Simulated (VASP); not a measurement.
# SiC (Moissanite 3C) (F-43m) in VASP: single point with PBE

Aim: the single point of SiC (Moissanite 3C) with PBE.

Everything below comes from runs of VASP 6.6.1. Logs are shortened: lines on timing, memory, paths and dates and some standing lists are left out, and cuts for length are marked.

## 1. The cell of the first run

The structure is cubic, space group F-43m (No. 216). The conventional cell has a = 4.358 Å, b = 4.358 Å, c = 4.358 Å, α = 90.00°, β = 90.00°, γ = 90.00°. Si (site symmetry -43m) has 4 C at 1.89 Å within 2.5 Å. C (site symmetry -43m) has 4 Si at 1.89 Å within 2.5 Å.

## 2. Single point, PBE

Contents of INCAR:

```
SYSTEM = SiC
ALGO = Normal ; EDIFF = 1E-6
ENCUT = 600 ; GGA = PE
GGA_COMPAT = .False. ; ISIF = 2
ISMEAR = 0 ; LASPH = .True.
LCHARG = .False. ; LREAL = .False.
LWAVE = .False. ; NBANDS = 11
NELM = 120 ; PREC = Accurate
SIGMA = 0.01
```

Contents of KPOINTS:

```
k-points
0
Gamma
  3 3 3
  0 0 0
```

Contents of POSCAR:

```
SiC
1.0
    0.0000000000      2.1790000000      2.1790000000
    2.1790000000      0.0000000000      2.1790000000
    2.1790000000      2.1790000000      0.0000000000
Si C
1 1
Direct
    0.0000000000      0.0000000000      0.0000000000
    0.2500000000      0.2500000000      0.2500000000
```

Potentials or basis: VASP PAW PBE potentials, release 64 (Si, C).

Run with:

```console
$ cat potpaw_PBE.64/Si/POTCAR potpaw_PBE.64/C/POTCAR > POTCAR
$ mpirun -np 1 vasp_std > vasp.out
```

OUTCAR:

```text
SYSTEM = SiC
   EDIFF = 1E-6
   ENCUT = 600
   GGA = PE
   ISIF = 2
   ISMEAR = 0
   LASPH = .True.
   LREAL = .False.
   NELM = 120
   PREC = Accurate

 ion  position               nearest neighbor table
   1  0.000  0.000  0.000-   2 1.89   2 1.89   2 1.89   2 1.89
   2  0.250  0.250  0.250-   1 1.89   1 1.89   1 1.89   1 1.89

  LATTYP: Found a face centered cubic cell.
 ALAT       =     4.3580000000

  Lattice vectors:

 A1 = (   0.0000000000,   2.1790000000,   2.1790000000)
 A2 = (   2.1790000000,   0.0000000000,   2.1790000000)
 A3 = (   2.1790000000,   2.1790000000,   0.0000000000)

Analysis of symmetry for initial positions (statically):
=====================================================================
 Subroutine PRICEL returns:
 Original cell was already a primitive cell.

 Routine SETGRP: Setting up the symmetry group for a
 face centered cubic supercell.

 Subroutine GETGRP returns: Found 24 space group operations
 (whereof 24 operations were pure point group operations)
 out of a pool of 48 trial point group operations.

The static configuration has the point symmetry T_d .

Analysis of symmetry for dynamics (positions and initial velocities):
=====================================================================
 Subroutine PRICEL returns:
 Original cell was already a primitive cell.

 Routine SETGRP: Setting up the symmetry group for a
 face centered cubic supercell.

 Subroutine GETGRP returns: Found 24 space group operations
 (whereof 24 operations were pure point group operations)
 out of a pool of 48 trial point group operations.

The dynamic configuration has the point symmetry T_d .

 Subroutine INISYM returns: Found 24 space group operations
 (whereof 24 operations are pure point group operations),
 and found     1 'primitive' translations

----------------------------------------------------------------------------------------

                                     Primitive cell

  volume of cell :      20.6920

  direct lattice vectors                    reciprocal lattice vectors
     0.000000000  2.179000000  2.179000000    -0.229463056  0.229463056  0.229463056
     2.179000000  0.000000000  2.179000000     0.229463056 -0.229463056  0.229463056
     2.179000000  2.179000000  0.000000000     0.229463056  0.229463056 -0.229463056

  length of vectors
     3.081571352  3.081571352  3.081571352     0.397441672  0.397441672  0.397441672

[... 66 lines left out ...]
   ISYM   =      2    0-nonsym 1-usesym 2-fastsym
   POTIM  = 0.5000    time-step for ionic-motion
   TEBEG  =    0.0;   TEEND  =   0.0 temperature during run
   PSTRESS=    0.0 pullay stress
   NELECT =       8.0000    total number of electrons
   NUPDOWN=      -1.0000    fix difference up-down
   EMIN   =  10.00;   EMAX   =-10.00  energy-range for DOS
   EFERMI =   0.00;   METHOD = LEGACY
   ISMEAR =     0;   SIGMA  =   0.01  broadening in eV -4-tet -1-fermi 0-gaus
   EFERMI_NEDOS =   21; number of points for ismear=-14 and -15
   IALGO  =     38    algorithm
   IMIX   =      4    mixing-type and parameters
     AMIX     =   0.40;   BMIX     =  1.00
     AMIX_MAG =   1.60;   BMIX_MAG =  1.00
  volume/ion in A,a.u.               =      10.35        69.82
  Fermi-wavevector in a.u.,A,eV,Ry     =   1.192626  2.253736 19.352338  1.422357
  Thomas-Fermi vector in A             =   2.328660
   LORBIT       =      0    0 simple, 1 ext, 2 COOP (PROOUT), +10 PAW based schemes
   GGA     = PE    functional components
   LHFCALC =     F    Hartree Fock is set to
   AEXX    =    0.0000 exact exchange contribution
   IVDW    =     0    specifies the selected vdW correction
   LEPSILON=     F    determine dielectric tensor
   LRPA    =     F    only Hartree local field effects (RPA)
 non-spin polarized calculation
 Gauss-broadening in eV      SIGMA  =   0.01
  energy-cutoff  :      600.00
  volume of cell :       20.69
 maximum number of plane-waves:       701
 NGX is ok and might be reduce to    28
   NGX = 13   NGY = 13   NGZ = 13

 number of electron       8.0000000 magnetization

 Free energy of the ion-electron system (eV)
  ---------------------------------------------------
  ext. energy  EPLUGINS =         0.00000000
  ---------------------------------------------------
  free energy    TOTEN  =       -14.55574602 eV

  energy without entropy =      -14.55574602  energy(sigma->0) =      -14.55574602

 E-fermi :   8.3838     XC(G=0): -11.3100

 val. band max:        8.2753674778   @ k =   0.0000   0.0000   0.0000
 cond. band min:      10.7734390003   @ k =   0.3333   0.3333   0.0000
 fundamental gap:      2.4980715225
 Fermi energy:         8.3837591180

 k-point     1 :       0.0000    0.0000    0.0000
  band No.  band energies     occupation
      1      -7.2041      2.00000
      2       8.2754      2.00000
      3       8.2754      2.00000
      4       8.2754      2.00000
      5      14.4819      0.00000
      6      15.4373      0.00000
      7      15.4373      0.00000
      8      15.4373      0.00000
      9      22.6382      0.00000
     10      22.6382      0.00000
     11      24.6350      0.00000
[... 29 lines left out ...]
 k-point     4 :      -0.3333    0.3333    0.0000
  band No.  band energies     occupation
      1      -2.5251      2.00000
      2       1.1523      2.00000
      3       2.5624      2.00000
      4       6.0639      2.00000
      5      11.9767      0.00000
      6      17.4015      0.00000
      7      18.9490      0.00000
      8      19.7919      0.00000
      9      21.0679      0.00000
     10      22.6532      0.00000
     11      29.9447      0.00000

------------------------ aborting loop because EDIFF is reached ----------------------------------------

  FORCE on cell =-STRESS in cart. coord.  units (eV):
  Direction    XX          YY          ZZ          XY          YZ          ZX
  --------------------------------------------------------------------------------------
  -------------------------------------------------------------------------------------
  Total        0.6023009      0.6023009      0.6023009      0.0000000      0.0000000      0.0000000
  in kB       46.6361193     46.6361193     46.6361193      0.0000000      0.0000000      0.0000000
  external PRESSURE =      46.6361193 kB  Pullay stress =       0.0000000 kB

 VOLUME and BASIS-vectors are now :
 -----------------------------------------------------------------------------
  energy-cutoff  :      600.00
  volume of cell :       20.69
      direct lattice vectors                 reciprocal lattice vectors
     0.000000000  2.179000000  2.179000000    -0.229463056  0.229463056  0.229463056
     2.179000000  0.000000000  2.179000000     0.229463056 -0.229463056  0.229463056
     2.179000000  2.179000000  0.000000000     0.229463056  0.229463056 -0.229463056

 POSITION                                       TOTAL-FORCE (eV/Angst)
 -----------------------------------------------------------------------------------
      0.00000      0.00000      0.00000         0.000000      0.000000      0.000000
      1.08950      1.08950      1.08950        -0.000000     -0.000000     -0.000000
 -----------------------------------------------------------------------------------
    total drift:                               -0.000000     -0.000000     -0.000000

  FREE ENERGIE OF THE ION-ELECTRON SYSTEM (eV)
  ---------------------------------------------------
  free  energy   TOTEN  =       -14.5557460222 eV

  energy  without entropy=      -14.5557460222  energy(sigma->0) =      -14.55574602
```

OSZICAR:

```text
N       E                     dE             d eps       ncg     rms          rms(c)
DAV:   1     0.645646958824E+01    0.64565E+01   -0.44015E+03    88   0.694E+02
DAV:   2    -0.158094738188E+02   -0.22266E+02   -0.17829E+02   113   0.110E+02
DAV:   3    -0.166417451975E+02   -0.83227E+00   -0.83150E+00   109   0.187E+01
DAV:   4    -0.166448315449E+02   -0.30863E-02   -0.30862E-02   106   0.147E+00
DAV:   5    -0.166448465927E+02   -0.15048E-04   -0.15048E-04    97   0.943E-02    0.907E+00
DAV:   6    -0.146347281417E+02    0.20101E+01   -0.69753E+00    94   0.120E+01    0.395E+00
DAV:   7    -0.145625349915E+02    0.72193E-01   -0.44512E-01   109   0.365E+00    0.183E+00
DAV:   8    -0.145552014879E+02    0.73335E-02   -0.24258E-02    94   0.105E+00    0.155E-01
DAV:   9    -0.145555716406E+02   -0.37015E-03   -0.13288E-03   103   0.223E-01    0.116E-01
DAV:  10    -0.145557396957E+02   -0.16806E-03   -0.28173E-04   103   0.101E-01    0.265E-02
DAV:  11    -0.145557454028E+02   -0.57071E-05   -0.41525E-05   109   0.344E-02    0.727E-03
DAV:  12    -0.145557460222E+02   -0.61940E-06   -0.13886E-06    81   0.824E-03
   1 F= -.14555746E+02 E0= -.14555746E+02  d E =-.592738E-54
```

Wall time 4.9 s (1 thread of AMD EPYC 7R43 (Zen 3), shared host); peak memory 0.11 GiB.

Results:

* Free energy: -14.5557 eV
* Pressure: 4.7 GPa
* Band gap on the k mesh: 2.50 eV, indirect (least direct gap 5.15 eV)

Caveat: the k points lie up to 0.83 Å⁻¹ apart.
